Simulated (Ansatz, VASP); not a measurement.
Two plane-wave programs on Rb

The input INCAR:

```
SYSTEM = Rb
PREC = Accurate ; ENCUT = 520
EDIFF = 1E-8 ; ISMEAR = -1
SIGMA = 0.03 ; LREAL = .False.
LASPH = .True. ; NELM = 80
ALGO = Normal ; ISIF = 2
LWAVE = .False. ; LCHARG = .False.
GGA = PE ; LEFG = .True.
NBANDS = 10
```

Contents of KPOINTS:

```
regular mesh
0
Gamma
  11 11 11
  0 0 0
```

POSCAR

```
Rb
1.0
    0.0000000000      3.6459069187      3.6459069187
    3.6459069187      0.0000000000      3.6459069187
    3.6459069187      3.6459069187      0.0000000000
Rb
1
Direct
    0.0000000000      0.0000000000      0.0000000000
```

Input for Ansatz:

```yaml
crystal:
  lattice:
    - [0.0, 3.6459069187, 3.6459069187]
    - [3.6459069187, 0.0, 3.6459069187]
    - [3.6459069187, 3.6459069187, 0.0]
  atoms:
    - { symbol: Rb, position: [0.0, 0.0, 0.0] }
kpoints:
  mp_grid: { grid: [11, 11, 11] }
scf:
  occupations: { method: fermi_dirac, width: 0.03 }
hamiltonian:
  xc: pbe
  pseudopotentials: { kind: paw }
output:
  forces: true
  stress: true
  eigenvalues: true
  efg: { contact_densities: true }
```

Change from the starting cell: volume scaled by 1.06, PAW files.

Alike in both runs: task electric field gradients; functional PBE; k mesh 11 × 11 × 11; occupations fermi-dirac, width 0.03 eV; no spin polarisation.

|  | VASP | Ansatz |
| --- | --- | --- |
| version | VASP 6.6.1 | Ansatz 0.2.0 |
| potentials or method | VASP PAW PBE potentials, release 64 (Rb_sv) | PAW with Ansatz's default frozen-core files, scalar-relativistic |
| plane-wave cutoff (eV) | 520 | 420 |
| valence electrons in the cell | 9 | 9 |

|  | VASP | Ansatz | Ansatz less VASP |
| --- | --- | --- | --- |
| pressure (GPa) | -0.1 | -0.1 | 0.00 |

With one functional, cell and mesh, what is left measures potentials, basis and numerics.
